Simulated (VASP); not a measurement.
WO, 2 atoms in the cell. The structure is cubic, space group F-43m (No. 216). Conventional cell: a = 4.889 Å, b = 4.889 Å, c = 4.889 Å, α = 90.00°, β = 90.00°, γ = 90.00°. W (site symmetry -43m) has 4 O at 2.12 Å within 2.8 Å. Within 2.8 Å of O (site symmetry -43m) lie 4 W at 2.12 Å. 

```yaml
Program: VASP 6.6.1
Task: single point
Functional: PBE
Potentials_or_basis: VASP PAW PBE potentials, release 64 (W_sv, O)
Cutoff: 520 eV
k_mesh: 10 × 10 × 10
Occupations: gaussian, width 0.02 eV
Spin: collinear spin, ferromagnetic start
Starting_moments: "[1.0, 0.0] μB"
Hubbard_terms: W d U = 6.2 eV
Dipole_correction: no
Further_INCAR_settings: ALGO = Normal; EDIFF = 1e-06; NBANDS = 21
```

Potentials or basis: VASP PAW PBE potentials, release 64 (W_sv, O).

Command:

```sh
$ cat potpaw_PBE.64/W_sv/POTCAR potpaw_PBE.64/O/POTCAR > POTCAR
$ mpirun -np 1 vasp_std > vasp.out
```

Hardware: 1 thread of Intel Xeon 8259CL, on a shared host.

**Question.** Estimate the wall time of this run.

**Answer.** Run time: 2.2 min on 1 thread of Intel Xeon 8259CL, on a shared host, peak memory 0.2 GiB. Counts: scf iterations 16, k points 47.
